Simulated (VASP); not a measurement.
# AgI (P6_3mc) in VASP: a series of runs

AgI is run at these levels: r2SCAN, HSE06; tasks: single point.

Program: VASP 6.6.1. These are calculated values, not measurements. Logs are shortened: lines on timing, memory, paths and dates and some standing lists are left out, and cuts for length are marked.

### 1 The cell of the first run

It takes space group P6_3mc (No. 186, hexagonal). The conventional cell has a = 4.721 Å, b = 4.721 Å, c = 7.463 Å, α = 90.00°, β = 90.00°, γ = 120.00°. Within 3.8 Å of Ag (site symmetry 3m) lie 4 I at 2.86 to 2.87 Å. Within 3.8 Å of I (site symmetry 3m) lie 4 Ag at 2.86 to 2.87 Å.

### 2 Single point, r2SCAN (epitaxial xy strain +1.5%)

The input, POSCAR:

```
AgI
1.0
    4.7206348190      0.0000000000      0.0000000000
   -2.3603174095      4.0881896752      0.0000000000
    0.0000000000      0.0000000000      7.4634068909
Ag I
2 2
Direct
    0.3333333333      0.6666666667     -0.0046908123
    0.6666666667      0.3333333333      0.4953091877
    0.3333333333      0.6666666667      0.3796908123
    0.6666666667      0.3333333333      0.8796908123
```

The input, INCAR.step1:

```
SYSTEM = AgI
ALGO     = Normal         ! electronic algorithm
EDIFF    = 1E-5           ! SCF threshold, eV
ENCUT    = 550            ! plane-wave cutoff, eV
GGA      = PE             ! functional
GGA_COMPAT= .False.      
ISMEAR   = 0              ! smearing method
LASPH    = .True.         ! aspherical terms in the spheres
LCHARG   = .False.        ! write CHGCAR
LREAL    = .False.        ! projectors in reciprocal space
LWAVE    = .True.         ! write WAVECAR
NBANDS   = 26             ! bands
NELM     = 120            ! most SCF steps
PREC     = Accurate       ! precision mode
SIGMA    = 0.01           ! smearing width, eV
```

The input, INCAR.step2:

```
SYSTEM = AgI
ALGO     = Normal         ! electronic algorithm
EDIFF    = 1E-6           ! SCF threshold, eV
ENCUT    = 550            ! plane-wave cutoff, eV
GGA_COMPAT= .False.      
ISIF     = 2              ! what is computed and relaxed
ISMEAR   = 0              ! smearing method
ISTART   = 1            
LASPH    = .True.         ! aspherical terms in the spheres
LCHARG   = .True.         ! write CHGCAR
LELF     = .True.         ! ELF
LMIXTAU  = .True.       
LREAL    = .False.        ! projectors in reciprocal space
LVHAR    = .True.       
LWAVE    = .False.        ! write WAVECAR
METAGGA  = R2SCAN         ! meta-GGA
NBANDS   = 26             ! bands
NELM     = 120            ! most SCF steps
PREC     = Accurate       ! precision mode
SIGMA    = 0.01           ! smearing width, eV
```

The input, KPOINTS:

```
k-points
0
Gamma
  6 6 4
  0 0 0
```

Potentials or basis: VASP PAW PBE potentials, release 64 (Ag, I).

On the command line:

```bash
> cat potpaw_PBE.64/Ag/POTCAR potpaw_PBE.64/I/POTCAR > POTCAR
> cp INCAR.step1 INCAR
> mpirun -np 1 vasp_std > vasp.out
> cp INCAR.step2 INCAR
> mpirun -np 1 vasp_std > vasp.out
```

OUTCAR:

```text
SYSTEM = AgI
   EDIFF = 1E-6
   ENCUT = 550
   ISIF = 2
   ISMEAR = 0
   ISTART = 1
   LASPH = .True.
   LREAL = .False.
   METAGGA = R2SCAN
   NELM = 120
   PREC = Accurate

 ion  position               nearest neighbor table
   1  0.333  0.667  0.995-   4 2.86   4 2.86   4 2.86   3 2.87
   2  0.667  0.333  0.495-   3 2.86   3 2.86   3 2.86   4 2.87
   3  0.333  0.667  0.380-   2 2.86   2 2.86   2 2.86   1 2.87
   4  0.667  0.333  0.880-   1 2.86   1 2.86   1 2.86   2 2.87

  LATTYP: Found a hexagonal cell.
 ALAT       =     4.7206348190
 C/A-ratio  =     1.5810176337

  Lattice vectors:

 A1 = (   4.7206348190,   0.0000000000,   0.0000000000)
 A2 = (  -2.3603174095,   4.0881896752,   0.0000000000)
 A3 = (   0.0000000000,   0.0000000000,   7.4634068909)

Analysis of symmetry for initial positions (statically):
=====================================================================
 Subroutine PRICEL returns:
 Original cell was already a primitive cell.

 Routine SETGRP: Setting up the symmetry group for a
 hexagonal supercell.

 Subroutine GETGRP returns: Found 12 space group operations
 (whereof  6 operations were pure point group operations)
 out of a pool of 24 trial point group operations.

The static configuration has the point symmetry C_3v.
 The point group associated with its full space group is C_6v.

Analysis of symmetry for dynamics (positions and initial velocities):
=====================================================================
 Subroutine PRICEL returns:
 Original cell was already a primitive cell.

 Routine SETGRP: Setting up the symmetry group for a
 hexagonal supercell.

 Subroutine GETGRP returns: Found 12 space group operations
 (whereof  6 operations were pure point group operations)
 out of a pool of 24 trial point group operations.

The dynamic configuration has the point symmetry C_3v.
 The point group associated with its full space group is C_6v.

 Subroutine INISYM returns: Found 12 space group operations
 (whereof  6 operations are pure point group operations),
 and found     1 'primitive' translations

----------------------------------------------------------------------------------------

                                     Primitive cell

  volume of cell :     144.0352

  direct lattice vectors                    reciprocal lattice vectors
     4.720634819  0.000000000  0.000000000     0.211835916  0.122303523  0.000000000
    -2.360317409  4.088189675  0.000000000     0.000000000  0.244607046  0.000000000
     0.000000000  0.000000000  7.463406891     0.000000000  0.000000000  0.133987067

  length of vectors
     4.720634819  4.720634819  7.463406891     0.244607046  0.244607046  0.133987067

  position of ions in fractional coordinates (direct lattice)
     0.333333333  0.666666667  0.995309188
     0.666666667  0.333333333  0.495309188
     0.333333333  0.666666667  0.379690812
     0.666666667  0.333333333  0.879690812

  ion indices of the primitive-cell ions
   primitive index   ion index
                 1           1
                 2           2
                 3           3
                 4           4

----------------------------------------------------------------------------------------

 KPOINTS: k-points

Automatic generation of k-mesh.
 Grid dimensions read from file:
 generate k-points for:    6    6    4

 Generating k-lattice:

  Cartesian coordinates                     Fractional coordinates (reciprocal lattice)
     0.035305986  0.020383921  0.000000000     0.166666667  0.000000000  0.000000000
     0.000000000  0.040767841  0.000000000     0.000000000  0.166666667  0.000000000
     0.000000000  0.000000000  0.033496767     0.000000000  0.000000000  0.250000000

  Length of vectors
     0.040767841  0.040767841  0.033496767

  Shift w.r.t. Gamma in fractional coordinates (k-lattice)
     0.000000000  0.000000000  0.000000000

 Subroutine IBZKPT returns following result:
 ===========================================

 Found     21 irreducible k-points:

 Following reciprocal coordinates:
            Coordinates               Weight
  0.000000  0.000000  0.000000      1.000000
  0.166667  0.000000  0.000000      6.000000
  0.333333  0.000000  0.000000      6.000000
  0.500000  0.000000  0.000000      3.000000
  0.166667  0.166667  0.000000      6.000000
  0.333333  0.166667  0.000000     12.000000
[... 13 lines left out ...]
  0.333333  0.166667  0.500000     12.000000
  0.333333  0.333333  0.500000      2.000000
   k-points           NKPTS =     21   k-points in BZ     NKDIM =     21   number of bands    NBANDS=     26
   number of dos      NEDOS =    301   number of ions     NIONS =      4
   total plane-waves  NPLWV =  77760
   dimension x,y,z NGX =    36 NGY =   36 NGZ =   60
   dimension x,y,z NGXF=    72 NGYF=   72 NGZF=  120
   ions per type =               2   2
   NGX,Y,Z   is equivalent  to a cutoff of  12.68, 12.68, 13.36 a.u.
   NGXF,Y,Z  is equivalent  to a cutoff of  25.36, 25.36, 26.73 a.u.
 SYSTEM =  AgI
   PREC   = accura    normal or accurate (medium, high low for compatibility)
   ISTART =      1    job   : 0-new  1-cont  2-samecut
   ICHARG =      0    charge: 1-file 2-atom 10-const
   ISPIN  =      1    spin polarized calculation?
   LNONCOLLINEAR =      F non collinear calculations
   LSORBIT =      F    spin-orbit coupling
   LASPH  =      T    aspherical Exc in radial PAW
   ENCUT  =  550.0 eV  40.42 Ry    6.36 a.u.   9.03  9.03 14.27*2*pi/ulx,y,z
   NELM   =    120;   NELMIN=  2; NELMDL=  0     # of ELM steps
   EDIFF  = 0.1E-05   stopping-criterion for ELM
   LREAL  =      F    real-space projection
   EDIFFG = 0.1E-04   stopping-criterion for IOM
   NSW    =      0    number of steps for IOM
   IBRION =     -1    ionic relax: 0-MD 1-quasi-New 2-CG
   NFREE  =      0    steps in history (QN), initial steepest desc. (CG)
   ISIF   =      2    stress and relaxation
   ISYM   =      2    0-nonsym 1-usesym 2-fastsym
   POTIM  = 0.5000    time-step for ionic-motion
   TEBEG  =    0.0;   TEEND  =   0.0 temperature during run
   PSTRESS=    0.0 pullay stress
   NELECT =      36.0000    total number of electrons
   NUPDOWN=      -1.0000    fix difference up-down
   EMIN   =  10.00;   EMAX   =-10.00  energy-range for DOS
   EFERMI =   0.00;   METHOD = LEGACY
   ISMEAR =     0;   SIGMA  =   0.01  broadening in eV -4-tet -1-fermi 0-gaus
   EFERMI_NEDOS =   21; number of points for ismear=-14 and -15
   IALGO  =     38    algorithm
   IMIX   =      4    mixing-type and parameters
     AMIX     =   0.40;   BMIX     =  1.00
     AMIX_MAG =   1.60;   BMIX_MAG =  1.00
  volume/ion in A,a.u.               =      36.01       243.00
  Fermi-wavevector in a.u.,A,eV,Ry     =   1.031224  1.948730 14.468734  1.063422
  Thomas-Fermi vector in A             =   2.165361
   LORBIT       =      0    0 simple, 1 ext, 2 COOP (PROOUT), +10 PAW based schemes
   METAGGA = R2SCAN    functional components
   LHFCALC =     F    Hartree Fock is set to
   AEXX    =    0.0000 exact exchange contribution
   IVDW    =     0    specifies the selected vdW correction
   LEPSILON=     F    determine dielectric tensor
   LRPA    =     F    only Hartree local field effects (RPA)
 non-spin polarized calculation
 Gauss-broadening in eV      SIGMA  =   0.01
  energy-cutoff  :      550.00
  volume of cell :      144.04
 maximum number of plane-waves:      4252
   NGX = 19   NGY = 19   NGZ = 29

 number of electron      35.9999997 magnetization

 Free energy of the ion-electron system (eV)
  ---------------------------------------------------
  ext. energy  EPLUGINS =         0.00000000
  ---------------------------------------------------
  free energy    TOTEN  =       -93.04492394 eV

  energy without entropy =      -93.04492394  energy(sigma->0) =      -93.04492394

 E-fermi :   2.4128     XC(G=0):  -8.6929

 val. band max:        2.3106955834   @ k =   0.0000   0.0000   0.0000
 cond. band min:       4.1586489085   @ k =   0.0000   0.0000   0.0000
 fundamental gap:      1.8479533251
 Fermi energy:         2.4127999876

 k-point     1 :       0.0000    0.0000    0.0000
  band No.  band energies     occupation
      1     -10.6040      2.00000
      2     -10.3188      2.00000
      3      -1.7081      2.00000
      4      -1.7081      2.00000
      5      -1.6143      2.00000
      6      -1.5945      2.00000
[... 18 lines left out ...]
     25       9.4397      0.00000
     26      10.0757      0.00000

 k-point     2 :       0.1667    0.0000    0.0000
  band No.  band energies     occupation
      1     -10.5488      2.00000
      2     -10.2951      2.00000
      3      -1.7469      2.00000
      4      -1.6562      2.00000
      5      -1.6116      2.00000
      6      -1.5556      2.00000
[... 18 lines left out ...]
     25       9.6074      0.00000
     26       9.9651      0.00000

 k-point     3 :       0.3333    0.0000    0.0000
  band No.  band energies     occupation
      1     -10.4249      2.00000
      2     -10.2569      2.00000
      3      -1.7882      2.00000
      4      -1.6329      2.00000
      5      -1.5529      2.00000
      6      -1.4231      2.00000
[... 18 lines left out ...]
     25      10.1897      0.00000
     26      10.7257      0.00000

 k-point     4 :       0.5000    0.0000    0.0000
  band No.  band energies     occupation
      1     -10.3468      2.00000
      2     -10.2518      2.00000
      3      -1.7733      2.00000
      4      -1.6425      2.00000
      5      -1.5034      2.00000
      6      -1.3188      2.00000
[... 18 lines left out ...]
     25      10.2941      0.00000
     26      11.7777      0.00000

 k-point     5 :       0.1667    0.1667    0.0000
  band No.  band energies     occupation
      1     -10.4584      2.00000
      2     -10.2645      2.00000
      3      -1.7407      2.00000
      4      -1.6426      2.00000
      5      -1.5416      2.00000
      6      -1.5326      2.00000
[... 18 lines left out ...]
     25      10.2350      0.00000
     26      10.5624      0.00000

 k-point     6 :       0.3333    0.1667    0.0000
  band No.  band energies     occupation
      1     -10.3481      2.00000
      2     -10.2511      2.00000
      3      -1.7024      2.00000
      4      -1.5687      2.00000
      5      -1.5074      2.00000
      6      -1.3940      2.00000
[... 340 lines left out ...]
 k-point    18 :       0.5000    0.0000    0.5000
  band No.  band energies     occupation
      1     -10.2972      2.00000
      2     -10.2972      2.00000
      3      -1.8524      2.00000
      4      -1.8524      2.00000
      5      -1.3971      2.00000
      6      -1.3971      2.00000
[... 18 lines left out ...]
     25      10.3161      0.00000
     26      10.3161      0.00000

 k-point    19 :       0.1667    0.1667    0.5000
  band No.  band energies     occupation
      1     -10.3613      2.00000
      2     -10.3613      2.00000
      3      -1.7978      2.00000
      4      -1.7978      2.00000
      5      -1.5478      2.00000
      6      -1.5478      2.00000
[... 18 lines left out ...]
     25       9.8775      0.00000
     26       9.8775      0.00000

 k-point    20 :       0.3333    0.1667    0.5000
  band No.  band energies     occupation
      1     -10.2975      2.00000
      2     -10.2975      2.00000
      3      -1.7775      2.00000
      4      -1.7775      2.00000
      5      -1.4527      2.00000
      6      -1.4527      2.00000
[... 18 lines left out ...]
     25      10.2272      0.00000
     26      10.2272      0.00000

 k-point    21 :       0.3333    0.3333    0.5000
  band No.  band energies     occupation
      1     -10.2761      2.00000
      2     -10.2761      2.00000
      3      -1.6675      2.00000
      4      -1.6675      2.00000
      5      -1.4831      2.00000
      6      -1.4831      2.00000
[... 18 lines left out ...]
     25      10.9385      0.00000
     26      11.0172      0.00000

------------------------ aborting loop because EDIFF is reached ----------------------------------------

  FORCE on cell =-STRESS in cart. coord.  units (eV):
  Direction    XX          YY          ZZ          XY          YZ          ZX
  --------------------------------------------------------------------------------------
  -------------------------------------------------------------------------------------
  Total       -0.5554646     -0.5554646     -0.0938409      0.0000000     -0.0000000      0.0000000
  in kB       -6.1787185     -6.1787185     -1.0438408      0.0000000     -0.0000000      0.0000000
  external PRESSURE =      -4.4670926 kB  Pullay stress =       0.0000000 kB

 VOLUME and BASIS-vectors are now :
 -----------------------------------------------------------------------------
  energy-cutoff  :      550.00
  volume of cell :      144.04
      direct lattice vectors                 reciprocal lattice vectors
     4.720634819  0.000000000  0.000000000     0.211835916  0.122303523  0.000000000
    -2.360317409  4.088189675  0.000000000     0.000000000  0.244607046  0.000000000
     0.000000000  0.000000000  7.463406891     0.000000000  0.000000000  0.133987067

 POSITION                                       TOTAL-FORCE (eV/Angst)
 -----------------------------------------------------------------------------------
     -0.00000      2.72546      7.42840         0.000000      0.000000     -0.000011
      2.36032      1.36273      3.69669        -0.000000     -0.000000     -0.000011
     -0.00000      2.72546      2.83379        -0.000000      0.000000      0.000011
      2.36032      1.36273      6.56549         0.000000     -0.000000      0.000011
 -----------------------------------------------------------------------------------
    total drift:                               -0.000000      0.000000      0.002418

  FREE ENERGIE OF THE ION-ELECTRON SYSTEM (eV)
  ---------------------------------------------------
  free  energy   TOTEN  =       -93.0449239401 eV

  energy  without entropy=      -93.0449239401  energy(sigma->0) =      -93.04492394
```

It took 3.9 min on 1 thread of Intel Xeon Platinum 8259CL at 2.50GHz (Skylake/Cascade Lake), shared host; peak memory 0.33 GiB.

Results:

```
Free energy            : -93.0449 eV
Pressure               : -0.4 GPa
Band gap on the k mesh : 1.85 eV
```

Levels at points of the mesh, in eV from the valence-band top:
| k point | band 15 | band 16 | band 17 | band 18 | band 19 | band 20 | band 21 | band 22 |
| --- | --- | --- | --- | --- | --- | --- | --- | --- |
| (0.00, 0.00, 0.00) | -0.65 | -0.07 | 0.00 | 0.00 | 1.85 | 2.92 | 6.21 | 6.21 |
| (0.50, 0.00, 0.00) | -2.00 | -1.70 | -0.89 | -0.71 | 3.81 | 3.89 | 5.27 | 6.40 |
| (0.00, 0.00, 0.50) | -0.33 | -0.33 | -0.33 | -0.33 | 3.05 | 3.05 | 6.10 | 6.10 |
| (0.50, 0.00, 0.50) | -1.20 | -1.20 | -1.05 | -1.05 | 3.76 | 3.76 | 5.28 | 5.28 |

Caveat: the cell differs from its parent crystal (epitaxial xy strain +1.5%); the PAW data sets were made with another functional, which shifts forces and pressure a little; spin-orbit coupling is left out, which moves the levels of the heavy elements.

### 3 Single point, HSE06

This run uses another cell than the first one, of 35.59 Å³/atom.

The input, POSCAR:

```
AgI
1.0
    4.6508717428      0.0000000000      0.0000000000
   -2.3254358714      4.0277730790      0.0000000000
    0.0000000000      0.0000000000      7.5992966883
Ag I
2 2
Direct
    0.3333333333      0.6666666667      0.0000048568
    0.6666666667      0.3333333333      0.5000048568
    0.3333333333      0.6666666667      0.3749951432
    0.6666666667      0.3333333333      0.8749951432
```

The input, INCAR.step1:

```
ALGO = Normal ; EDIFF = 1E-5
ENCUT = 400 ; GGA = PE
GGA_COMPAT = False ; ISIF = 2
ISMEAR = 0 ; KPAR = 4
LASPH = True ; LREAL = False
LWAVE = True ; NBANDS = 26
NELM = 120 ; PREC = Accurate
SIGMA = 0.01
```

The input, INCAR.step2:

```
ALGO = Normal ; EDIFF = 1E-6
ENCUT = 400 ; GGA = PE
GGA_COMPAT = False ; HFSCREEN = 0.2079
ISIF = 2 ; ISMEAR = 0
ISTART = 1 ; KPAR = 4
LASPH = True ; LCHARG = True
LHFCALC = True ; LREAL = False
LVHAR = True ; LWAVE = False
NBANDS = 26 ; NELM = 120
PREC = Accurate ; PRECFOCK = Normal
SIGMA = 0.01
```

The input, KPOINTS:

```
k-points
0
Gamma
  6 6 2
```

Potentials or basis: VASP PAW PBE potentials, release 64 (Ag, I).

On the command line:

```bash
> cat potpaw_PBE.64/Ag/POTCAR potpaw_PBE.64/I/POTCAR > POTCAR
> cp INCAR.step1 INCAR
> mpirun -np 4 vasp_std > vasp.out
> cp INCAR.step2 INCAR
> mpirun -np 4 vasp_std > vasp.out
```

Wall time 14 min (4 MPI ranks of Intel Xeon 6975P-C (Granite Rapids), shared host); peak memory 0.35 GiB.

It converged, with:

```
Free energy            : -11.4684 eV
Pressure               : 0.3 GPa
Band gap on the k mesh : 2.51 eV
```

Levels at points of the mesh, in eV from the valence-band top:
| k point | band 15 | band 16 | band 17 | band 18 | band 19 | band 20 | band 21 | band 22 |
| --- | --- | --- | --- | --- | --- | --- | --- | --- |
| (0.00, 0.00, 0.00) | -0.71 | -0.06 | 0.00 | 0.00 | 2.51 | 3.83 | 6.99 | 6.99 |
| (0.50, 0.00, 0.00) | -2.26 | -1.79 | -1.04 | -0.71 | 4.52 | 4.75 | 5.89 | 7.08 |
| (0.00, 0.00, 0.50) | -0.36 | -0.36 | -0.36 | -0.36 | 3.81 | 3.81 | 6.79 | 6.79 |
| (0.50, 0.00, 0.50) | -1.25 | -1.25 | -1.23 | -1.23 | 4.42 | 4.42 | 6.03 | 6.03 |

Caveat: the PAW data sets were made with another functional, which shifts forces and pressure a little; spin-orbit coupling is left out, which moves the levels of the heavy elements.
